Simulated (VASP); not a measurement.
Write the native input for VASP 6.6.1 that does the following.

* Task: single point
* Functional: PBE
* Potentials or basis: VASP PAW PBE potentials, release 64 (Te, Pb_d)
* Cutoff: 520 eV
* k mesh: 6 × 6 × 6
* Occupations: gaussian, width 0.01 eV
* Spin: no spin polarisation
* Dipole correction: no
* Further INCAR settings: ALGO = Normal; EDIFF = 1e-06; NBANDS = 17

The structure of TePb lies in POSCAR:

```
TePb
1.0
    0.0000000000      3.2093147829      3.2093147829
    3.2093147829      0.0000000000      3.2093147829
    3.2093147829      3.2093147829      0.0000000000
Te Pb
1 1
Direct
    0.5000000000      0.5000000000      0.5000000000
    0.0000000000      0.0000000000      0.0000000000
```

The input as run:

INCAR

```
SYSTEM = TePb
PREC     = Accurate       ! precision mode
ENCUT    = 520            ! plane-wave cutoff, eV
EDIFF    = 1E-6           ! SCF threshold, eV
ISMEAR   = 0              ! smearing method
SIGMA    = 0.01           ! smearing width, eV
LREAL    = .FALSE.        ! projectors in reciprocal space
LASPH    = .TRUE.         ! aspherical terms in the spheres
NELM     = 80             ! most SCF steps
ALGO     = Normal         ! electronic algorithm
ISIF     = 2              ! what is computed and relaxed
LWAVE    = .FALSE.        ! write WAVECAR
LCHARG   = .FALSE.        ! write CHGCAR
GGA      = PE             ! functional
NBANDS   = 17             ! bands
```

KPOINTS

```
regular mesh
0
G
  6 6 6
  0 0 0
```

Potentials or basis: VASP PAW PBE potentials, release 64 (Te, Pb_d).

The run is started by

```console
$ cat potpaw_PBE.64/Te/POTCAR potpaw_PBE.64/Pb_d/POTCAR > POTCAR
$ mpirun -np 1 vasp_std > vasp.out
```

Results of the run:

```yaml
Pressure: 3.1 GPa
Band_gap_on_the_k_mesh: 0.69 eV, direct
```

Caveat: spin-orbit coupling is left out, which moves the levels of the heavy elements.

It took 12 s on 1 thread of Intel(R) Xeon(R) 6975P-C (Granite Rapids), with other jobs on the host, peak memory 0.2 GiB.
